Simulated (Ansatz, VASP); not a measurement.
## Two plane-wave programs on Mo

```
Mo
1.0
    -1.63384    1.63384    1.63384
     1.63384   -1.63384    1.63384
     1.63384    1.63384   -1.63384
Mo
1
Direct
  0.00000 0.00000 0.00000
```

Change from the starting cell: strain +0.040 along x and y, +0.040 along z, atoms carried along.

Alike in both runs: task single point; functional PBEsol; k mesh 22 × 22 × 22; occupations gaussian, width 0.15 eV; no spin polarisation.

|  | VASP | Ansatz |
| --- | --- | --- |
| version | VASP 6.6.1 | Ansatz 0.2.0 |
| potentials or method | VASP PAW PBE potentials, release 64 (Mo_sv), cutoff 520 eV | scalar-relativistic, plane waves, PAW |
| valence electrons in the cell | 14 | 14 |

```tsv
	VASP	Ansatz	Ansatz less VASP
gap on the k mesh at the Fermi level (eV)	none	none	-
pressure (GPa)	-27.2	-27.5	-0.30
```

VASP's potentials were made for PBE, not for PBEsol. A gap of «none» marks a metal or a gap that the smearing closes.
